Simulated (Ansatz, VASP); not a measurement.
BN in VASP and in Ansatz

The input INCAR:

```
  PREC = Accurate
  ENCUT = 520
  EDIFF = 1E-7
  ISMEAR = -1
  SIGMA = 0.02
  LREAL = False
  LASPH = True
  NELM = 80
  ALGO = Normal
  ISIF = 2
  LWAVE = False
  LCHARG = True
  GGA = PE
  LELF = True
  LVHAR = True
  NBANDS = 16
```

File KPOINTS:

```
regular mesh
0
Gamma
  12 12 6
```

The input POSCAR:

```
BN
1.0
    2.4913353474      0.0000000000      0.0000000000
   -1.2456676737      2.1575597002      0.0000000000
    0.0000000000      0.0000000000      4.0010591824
B N
2 2
Direct
    0.0000000000      0.0000000000      0.0000000000
    0.0000000000      0.0000000000      0.5000000000
    0.3333333333      0.6666666667      0.2500000000
    0.6666666667      0.3333333333      0.7500000000
```

Input for Ansatz:

```yaml
crystal:
  lattice:
    - [2.4913353474, 0.0, 0.0]
    - [-1.2456676737, 2.1575597002, 0.0]
    - [0.0, 0.0, 4.0010591824]
  atoms:
    - { symbol: B, position: [0.0, 0.0, 0.0] }
    - { symbol: B, position: [0.0, 0.0, 0.5] }
    - { symbol: "N", position: [0.3333333333, 0.6666666667, 0.25] }
    - { symbol: "N", position: [0.6666666667, 0.3333333333, 0.75] }
kpoints:
  mp_grid: { grid: [12, 12, 6] }
  band_path:
    path:
      - [[0.0, 0.0, 0.0], [0.5, 1.463195536257e-17, 0.0], [0.3333333333333, 0.3333333333333, 0.0], [0.0, 0.0, 0.0], [0.0, 0.0, 0.5], [0.5, 1.463195536257e-17, 0.5], [0.3333333333333, 0.3333333333333, 0.5], [0.0, 0.0, 0.5]]
      - [[0.5, 1.463195536257e-17, 0.5], [0.5, 1.463195536257e-17, 0.0]]
      - [[0.3333333333333, 0.3333333333333, 0.5], [0.3333333333333, 0.3333333333333, 0.0]]
    npoints: 10
hamiltonian:
  xc: pbe
scf:
  occupations: { method: fermi_dirac, width: 0.02 }
  n_extra_bands: 5
output:
  forces: true
  stress: true
  eigenvalues: true
  write_density: true
  write_potential: true
  elf: true
  volumetric_format: npy
```

Alike in both runs: task single point; functional PBE; k mesh 12 × 12 × 6; occupations fermi-dirac, width 0.02 eV; no spin polarisation.

|  | VASP | Ansatz |
| --- | --- | --- |
| version | VASP 6.6.1 | Ansatz 0.2.0 |
| potentials or method | VASP PAW PBE potentials, release 64 (B, N) | plane waves, PAW |
| plane-wave cutoff (eV) | 520 | 420 |
| valence electrons in the cell | 16 | 16 |

Ansatz gave:

- gap on the k mesh at the Fermi level (eV): 1.58
- pressure (GPa): 4.7
- traceless stress, the component that is largest in VASP (GPa): 1.57

Q: Estimate VASP's values.

A: gap on the k mesh at the Fermi level (eV): 1.58; pressure (GPa): 4.5; traceless stress, the component that is largest in VASP (GPa): 1.43.
